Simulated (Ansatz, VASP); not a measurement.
# Al12H in VASP and in Ansatz

INCAR

```
SYSTEM = Al12H
PREC = Accurate
ENCUT = 520
EDIFF = 1E-7
ISMEAR = 0
SIGMA = 0.1
LREAL = .FALSE.
LASPH = .TRUE.
NELM = 150
ALGO = Normal
ISIF = 2
LWAVE = .FALSE.
LCHARG = .FALSE.
ISPIN = 2
MAGMOM = 0 0 0 0 0 0 0 0 0 0 0 0 1
LORBIT = 11
LDIPOL = .TRUE.
IDIPOL = 3
DIPOL = 0.5 0.5 0.307
GGA = PE
NBANDS = 34
```

Contents of KPOINTS:

```
Automatic mesh
0
G
  6 6 1
  0 0 0
```

Contents of POSCAR:

```
Al12H
1.0
    5.7135165838      0.0000000000      0.0000000000
   -2.8567582919      4.9480505065      0.0000000000
    0.0000000000      0.0000000000     21.6013781936
Al H
12 1
Direct
    0.3333333333      0.1666666667      0.1851733702
    0.3333333333      0.6666666667      0.1851733702
    0.8333333333      0.1666666667      0.1851733702
    0.8333333333      0.6666666667      0.1851733702
    0.1666666667      0.3333333333      0.2916813828
    0.1666666667      0.8333333333      0.2916813828
    0.6666666667      0.3333333333      0.2916813828
    0.6666666667      0.8333333333      0.2916813828
    0.0000000000      0.0000000000      0.3981865470
    0.0000000000      0.5000000000      0.3981865470
    0.5000000000      0.0000000000      0.3981865470
    0.5000000000      0.5000000000      0.3981865470
    0.0000000000      0.0000000000      0.4940137661
```

Input for Ansatz:

```yaml
crystal:
  lattice:
    - [5.7135165838, 0.0, 0.0]
    - [-2.8567582919, 4.9480505065, 0.0]
    - [0.0, 0.0, 21.6013781936]
  atoms:
    - { symbol: Al, position: [0.3333333333, 0.1666666667, 0.1851733702] }
    - { symbol: Al, position: [0.3333333333, 0.6666666667, 0.1851733702] }
    - { symbol: Al, position: [0.8333333333, 0.1666666667, 0.1851733702] }
    - { symbol: Al, position: [0.8333333333, 0.6666666667, 0.1851733702] }
    - { symbol: Al, position: [0.1666666667, 0.3333333333, 0.2916813828] }
    - { symbol: Al, position: [0.1666666667, 0.8333333333, 0.2916813828] }
    - { symbol: Al, position: [0.6666666667, 0.3333333333, 0.2916813828] }
    - { symbol: Al, position: [0.6666666667, 0.8333333333, 0.2916813828] }
    - { symbol: Al, position: [0.0, 0.0, 0.398186547] }
    - { symbol: Al, position: [0.0, 0.5, 0.398186547] }
    - { symbol: Al, position: [0.5, 0.0, 0.398186547] }
    - { symbol: Al, position: [0.5, 0.5, 0.398186547] }
    - { symbol: H, position: [0.0, 0.0, 0.4940137661], spin: 1.0 }
basis:
  ecutwfc: 420
kpoints:
  mp_grid: { grid: [6, 6, 1] }
hamiltonian:
  xc: pbe
  pseudopotentials: { kind: paw, azcp: { folder: soft_1 } }
scf:
  occupations: { method: gaussian, width: 0.1 }
output:
  forces: true
  eigenvalues: true
  populations: true
magnetization:
  spin_polarized: true
efield:
  axis: 3
  dipole_correction: true
  ramp_width: 0.04
```

Alike in both runs: task single point; functional PBE; k mesh 6 × 6 × 1; occupations gaussian, width 0.1 eV; collinear spin.

|  | VASP | Ansatz |
| --- | --- | --- |
| version | VASP 6.6.1 | Ansatz 0.2.0 |
| potentials or method | VASP PAW PBE potentials, release 64 (Al, H), cutoff 520 eV | scalar-relativistic, plane waves, PAW |
| valence electrons in the cell | 37 | 37 |

|  | VASP | Ansatz | Ansatz less VASP |
| --- | --- | --- | --- |
| gap on the k mesh at the Fermi level (eV) | none | none | - |
| rms of the force components (eV/Å) | 0.466 | 0.466 | -0.0001 |
| net moment per atom (μB) | 0.00 | 0.00 | 0.000 |

Atom by atom the forces differ by 0.000 eV/Å (rms over components). A gap of «none» marks a metal or a gap that the smearing closes. The functional is the same, so the differences come from potentials, cutoffs and numerics. Ansatz's warnings: seeded moment not kept.
